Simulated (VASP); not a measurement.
BaSc4, 5 atoms in the cell. The structure is cubic, space group Pm-3m (No. 221). The conventional cell has a = 4.862 Å, b = 4.862 Å, c = 4.862 Å, α = 90.00°, β = 90.00°, γ = 90.00°. Ba (site symmetry m-3m) has 20 Sc at 3.44 to 4.21 Å within 4.5 Å. Within 3.2 Å of Sc (site symmetry 4/mmm) lie 2 Sc at 2.43 Å. Sc (site symmetry m-3m) has 6 Sc at 2.43 Å within 3.2 Å. The cell was generated, and may not be a known phase.

```yaml
Program: VASP 6.6.1
Task: single point
Functional: PBE
Potentials_or_basis: VASP PAW PBE potentials, release 64 (Ba_sv, Sc_sv)
Cutoff: 520 eV
k_mesh: 4 × 4 × 4
Occupations: gaussian, width 0.1 eV
Spin: no spin polarisation
Dipole_correction: no
Further_INCAR_settings: ALGO = Normal; EDIFF = 1e-06; NBANDS = 35
```

Potentials or basis: VASP PAW PBE potentials, release 64 (Ba_sv, Sc_sv).

Command:

```bash
$ cat potpaw_PBE.64/Ba_sv/POTCAR potpaw_PBE.64/Sc_sv/POTCAR > POTCAR
$ mpirun -np 1 vasp_std > vasp.out
```

Hardware: 1 thread of Intel(R) Xeon(R) Platinum 8259CL CPU @ 2.50GHz (Skylake/Cascade Lake), with other jobs on the host.

Question: How long does it take, and how much memory?

Answer: It took 38 s on 1 thread of Intel(R) Xeon(R) Platinum 8259CL CPU @ 2.50GHz (Skylake/Cascade Lake), with other jobs on the host, peak memory 0.21 GiB. Counts: scf iterations 15, k points 10.
